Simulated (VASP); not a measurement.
Crystal: Li.

```
Li
1.0
    -1.75465    1.75465    1.75465
     1.75465   -1.75465    1.75465
     1.75465    1.75465   -1.75465
Li
1
Direct
  0.00000 0.00000 0.00000
```

* Program: VASP 6.6.1
* Task: relaxation of cell and atoms
* Functional: LDA
* Potentials or basis: VASP PAW LDA potentials, release 64 (Li_sv)
* Cutoff: 600 eV
* k mesh: 7 × 7 × 7
* Occupations: methfessel-paxton, width 0.1 eV
* Spin: no spin polarisation

At the start: pressure -1.7 GPa; volume 21.61 Å³/atom.

**Question.** Where does the relaxation end?

**Answer.** Over 5 steps the energy falls by 16.4 meV/atom and the volume is 18.86 Å³/atom (-12.7 %); space group Im-3m (No. 229, to 0.05 Å).

The path:
| step | energy change (eV) | largest force (eV/Å) | pressure (GPa) | volume (Å³) |
| --- | --- | --- | --- | --- |
| 1 | 0.0000 | 0.0000 | -1.66 | 21.61 |
| 2 | -0.0066 | 0.0000 | -1.35 | 20.91 |
| 3 | -0.0154 | 0.0000 | -0.49 | 19.43 |
| 4 | -0.0029 | 0.0000 | 2.26 | 16.69 |
| 5 | -0.0164 | 0.0000 | -0.07 | 18.86 |

Final structure:
```yaml
crystal:
  lattice:
    - [-1.67677, 1.67677, 1.67677]
    - [1.67677, -1.67677, 1.67677]
    - [1.67677, 1.67677, -1.67677]
  atoms:
    - { symbol: Li, position: [0.00000, 0.00000, 0.00000] }
```

Caveat: the k points lie up to 0.38 Å⁻¹ apart in the final cell; the cutoff is under 1.25 times the usual one of these potentials, so pressure, stress and relaxed cells hold a basis-set (Pulay) error; the volume moved by -13 % from the deposited cell, more than functionals usually miss.
